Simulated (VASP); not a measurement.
Set up this calculation in VASP 6.6.1, as the native input.

```yaml
Task: single point
Functional: PBE
Potentials_or_basis: VASP PAW PBE potentials, release 64 (Bi_d, Te)
Cutoff: 520 eV
k_mesh: 12 × 12 × 12
Occupations: gaussian, width 0.1 eV
Spin: no spin polarisation
Dipole_correction: no
Further_INCAR_settings: ALGO = Normal; EDIFF = 1e-06; NBANDS = 32
```

The structure of Bi2Te3 lies in POSCAR:

```
Bi2Te3
1.0
    2.2338214466      1.2896974136      9.8347355300
   -2.2338214466      1.2896974136      9.8347355300
    0.0000000000     -2.5793948271      9.8347355300
Bi Te
2 3
Direct
    0.8093118451      0.8093118451      0.8093118451
    0.4007192281      0.4007192281      0.4007192281
    0.6050125319      0.6050125319      0.6050125319
    0.2037602209      0.2037602209      0.2037602209
    0.0061961740      0.0061961740      0.0061961740
```

The input as run:

INCAR

```
ALGO = Normal
EDIFF = 1E-6
ENCUT = 520
GGA = PE
ISIF = 2
ISMEAR = 0
LASPH = T
LCHARG = F
LREAL = F
LWAVE = F
NBANDS = 32
NELM = 100
PREC = Accurate
SIGMA = 0.1
```

KPOINTS

```
k-points
0
Gamma
  12 12 12
```

Potentials or basis: VASP PAW PBE potentials, release 64 (Bi_d, Te).

Command:

```sh
$ cat potpaw_PBE.64/Bi_d/POTCAR potpaw_PBE.64/Te/POTCAR > POTCAR
$ mpirun -np 1 vasp_std > vasp.out
```

Results of the run:

- Pressure: 0.0 GPa
- Largest force: 0.007 eV/Å
- Band gap on the k mesh: zero (bands 24 and 25 overlap by 0.12 eV)

Caveat: spin-orbit coupling is left out, which moves the levels of the heavy elements.

It took 56 min on 1 thread of AMD EPYC 9R45 96-Core Processor (Zen 5), with other jobs on the host, peak memory 1.4 GiB.
